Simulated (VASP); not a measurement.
Write the native input for VASP 6.6.1 that does the following.

- Task: single point
- Functional: r2SCAN
- Potentials or basis: VASP PAW PBE potentials, release 64 (Sc_sv)
- Cutoff: 550 eV
- k mesh: 9 × 9 × 9
- Occupations: gaussian, width 0.1 eV
- Spin: no spin polarisation
- Dipole correction: no
- Further INCAR settings: ALGO = Normal; EDIFF = 1e-06; NBANDS = 12

Crystal: Sc.

```xyz
1
Lattice="-1.8438 1.8438 1.8438 1.8438 -1.8438 1.8438 1.8438 1.8438 -1.8438" Properties=species:S:1:pos:R:3 pbc="T T T"
Sc    0.0000    0.0000    0.0000
```

This isn't the form of Sc at room conditions, which is hcp.

One way to write it, as run:

POSCAR

```
Sc
1.0
   -1.8437869364      1.8437869364      1.8437869364
    1.8437869364     -1.8437869364      1.8437869364
    1.8437869364      1.8437869364     -1.8437869364
Sc
1
Direct
    0.0000000000      0.0000000000      0.0000000000
```

INCAR.step1

```
PREC     = Accurate       # precision mode
ENCUT    = 550            # plane-wave cutoff, eV
ISMEAR   = 0              # smearing method
SIGMA    = 0.1            # smearing width, eV
LREAL    = F              # projectors in reciprocal space
LASPH    = T              # aspherical terms in the spheres
NELM     = 120            # most SCF steps
NBANDS   = 12             # bands
GGA      = PE             # functional
ALGO     = Normal         # electronic algorithm
EDIFF    = 1E-5           # SCF threshold, eV
LWAVE    = T              # write WAVECAR
LCHARG   = F              # write CHGCAR
GGA_COMPAT= F
```

INCAR.step2

```
PREC     = Accurate       # precision mode
ENCUT    = 550            # plane-wave cutoff, eV
EDIFF    = 1E-6           # SCF threshold, eV
ISMEAR   = 0              # smearing method
SIGMA    = 0.1            # smearing width, eV
LREAL    = F              # projectors in reciprocal space
LASPH    = T              # aspherical terms in the spheres
NELM     = 120            # most SCF steps
ALGO     = Normal         # electronic algorithm
ISIF     = 2              # what is computed and relaxed
LWAVE    = F              # write WAVECAR
LCHARG   = F              # write CHGCAR
METAGGA  = R2SCAN         # meta-GGA
LMIXTAU  = T            
NBANDS   = 12             # bands
ISTART   = 1            
GGA_COMPAT= F
```

KPOINTS

```
Automatic mesh
0
Gamma
  9 9 9
```

Potentials or basis: VASP PAW PBE potentials, release 64 (Sc_sv).

Run with:

```bash
$ cat potpaw_PBE.64/Sc_sv/POTCAR > POTCAR
$ cp INCAR.step1 INCAR
$ mpirun -np 1 vasp_std > vasp.out
$ cp INCAR.step2 INCAR
$ mpirun -np 1 vasp_std > vasp.out
```

Results of the run:

```yaml
Pressure: 0.2 GPa
Band_gap_on_the_k_mesh: zero (an odd number of electrons rules out a gap without spin polarisation)
```

Caveat: the PAW data sets were made with another functional, which shifts forces and pressure a little.

It took 25 s on 1 thread of Intel(R) Xeon(R) Platinum 8259CL CPU @ 2.50GHz (Skylake/Cascade Lake), on a shared host, peak memory 0.14 GiB.
